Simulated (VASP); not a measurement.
Input of a VASP 6.6.1 run:

The input INCAR:

```
SYSTEM = BN
PREC = Accurate
ENCUT = 520
EDIFF = 1E-7
ISMEAR = -1
SIGMA = 0.02
LREAL = .FALSE.
LASPH = .TRUE.
NELM = 100
ALGO = Normal
ISIF = 2
LWAVE = .FALSE.
LCHARG = .FALSE.
GGA = PE
IVDW = 12
NBANDS = 16
```

The input KPOINTS:

```
regular mesh
0
G
  12 12 4
  0 0 0
```

Contents of POSCAR:

```
BN
1.0
    2.5064254050      0.0000000000      0.0000000000
   -1.2532127025      2.1706280734      0.0000000000
    0.0000000000      0.0000000000      6.6141212109
B N
2 2
Direct
    0.3333333333      0.6666666667      0.2500000000
    0.6666666667      0.3333333333      0.7500000000
    0.3333333333      0.6666666667      0.7500000000
    0.6666666667      0.3333333333      0.2500000000
```

Potentials or basis: VASP PAW PBE potentials, release 64 (B, N).

The run is started by

```console
$ cat potpaw_PBE.64/B/POTCAR potpaw_PBE.64/N/POTCAR > POTCAR
$ mpirun -np 1 vasp_std > vasp.out
```

Problem. What does it give for the pressure?

Solution. 0.1 GPa.

Problem. Predict the band gap on the k mesh.

Solution. 4.27 eV, indirect (least direct gap 4.63 eV).

Problem. What does it give for the dispersion energy per atom?

Solution. -0.142 eV.

Stress tensor (GPa, compression positive):
```
 0.18  0.00  0.00
 0.00  0.18  0.00
 0.00  0.00 -0.14
```

A k mesh can miss the band edges.
